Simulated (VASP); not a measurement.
Runs of VASP 6.6.1 on Sn3Te. The structure is that of space group I4/mmm (No. 139), or close to it. The cells are those of the table. 

```tsv
level	potentials or basis	cell	further INCAR settings	gap on the mesh (eV)	pressure (GPa)
PBEsol	VASP PAW PBE potentials, release 64 (Te, Sn_d)	a = 6.362 Å, angles 137.9, 137.9, 61.1°, 4 atoms	ALGO = Fast; EDIFF = 1e-06; NBANDS = 32	none	-2.3
PBEsol	VASP PAW PBE potentials, release 64 (Te, Sn_d)	a = 6.447 Å, angles 137.9, 137.9, 61.1°, 4 atoms	ALGO = Fast; EDIFF = 1e-06; NBANDS = 32	none	(b)
PBE	VASP PAW PBE potentials, release 64 (Te, Sn_d)	a = 6.405 Å, angles 137.9, 137.9, 61.1°, 4 atoms	ALGO = Fast; EDIFF = 1e-07; NBANDS = 32	none	-0.4
PBEsol	VASP PAW PBE potentials, release 64 (Te, Sn_d)	a = 6.318 Å, angles 137.9, 137.9, 61.1°, 4 atoms	ALGO = Fast; EDIFF = 1e-07; NBANDS = 32	none	(a)
LDA	VASP PAW LDA potentials, release 64 (Te, Sn_d)	a = 6.405 Å, angles 137.9, 137.9, 61.1°, 4 atoms	ALGO = Fast; EDIFF = 1e-06; NBANDS = 32	none	-4.2
```

Alike in all rows: task single point; no spin polarisation; k mesh 8 × 8 × 8; cutoff (eV) 520; smearing fermi-dirac 0.05 eV.

Problem. Estimate the missing entries.

Solution. (a) -1.3; (b) -3.8.

Caveats: spin-orbit coupling is left out, which moves the levels of the heavy elements; the PAW data sets were made with another functional, which shifts forces and pressure a little (some runs).

A k mesh can miss the band edges, and the runs leave out spin-orbit coupling on Sn, Te.

A gap of «none» marks levels without a gap at the run's occupations.
